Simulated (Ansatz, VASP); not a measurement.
Zr: VASP beside Ansatz

```
Zr
1.0
     3.23200    0.01616    0.01616
    -1.60200    2.79091    0.00591
     0.02574    0.02574    5.14700
Zr
2
Direct
  0.33333 0.66667 0.25000
  0.66667 0.33333 0.75000
```

Change from the starting cell: equal xy, yz and zx shear strains of +1 %.

Alike in both runs: task single point; functional LDA; k mesh 13 × 13 × 7; occupations fermi-dirac, width 0.03 eV; no spin polarisation.

|  | VASP | Ansatz |
| --- | --- | --- |
| version | VASP 6.6.1 | Ansatz 0.2.0 |
| potentials or method | VASP PAW LDA potentials, release 64 (Zr_sv), cutoff 520 eV | all-electron LAPW, scalar-relativistic |

VASP gave:

```
pressure (GPa)                                                : -6.0
traceless stress, the component that is largest in VASP (GPa) : 0.52
rms of the force components (eV/Å)                            : 0.009
```

Task: Which values does Ansatz return?

Result: Pressure (GPa): -6.1; traceless stress, the component that is largest in VASP (GPa): 0.50; rms of the force components (eV/Å): 0.009.

LDA's correlation is that of Perdew and Zunger in VASP and of Perdew and Wang (1992) in Ansatz. Atom by atom the forces differ by 0.000 eV/Å (rms over components). Ansatz ran all-electron here, and VASP with PAW potentials.
